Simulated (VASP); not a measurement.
A run of VASP 6.6.1:

The input INCAR:

```
PREC = Accurate
ENCUT = 520
EDIFF = 1E-6
ISMEAR = -1
SIGMA = 0.08
LREAL = False
LASPH = True
NELM = 80
ALGO = Normal
ISIF = 2
LWAVE = False
LCHARG = False
GGA = PS
NBANDS = 8
```

File KPOINTS:

```
Automatic mesh
0
Gamma
  16 16 16
```

The input POSCAR:

```
Li
1.0
   -1.4472687649      1.4472687649      1.4472687649
    1.4472687649     -1.4472687649      1.4472687649
    1.4472687649      1.4472687649     -1.4472687649
Li
1
Direct
    0.0000000000      0.0000000000      0.0000000000
```

Potentials or basis: VASP PAW PBE potentials, release 64 (Li_sv).

Run with:

```console
$ cat potpaw_PBE.64/Li_sv/POTCAR > POTCAR
$ mpirun -np 1 vasp_std > vasp.out
```

Hardware: 1 thread of Intel(R) Xeon(R) 6975P-C (Granite Rapids) (shared host).

Task: How long does it take, and how much memory?

Result: It took 5.1 s on 1 thread of Intel(R) Xeon(R) 6975P-C (Granite Rapids) (shared host), peak memory 0.12 GiB. Counts: scf iterations 11, k points 145.
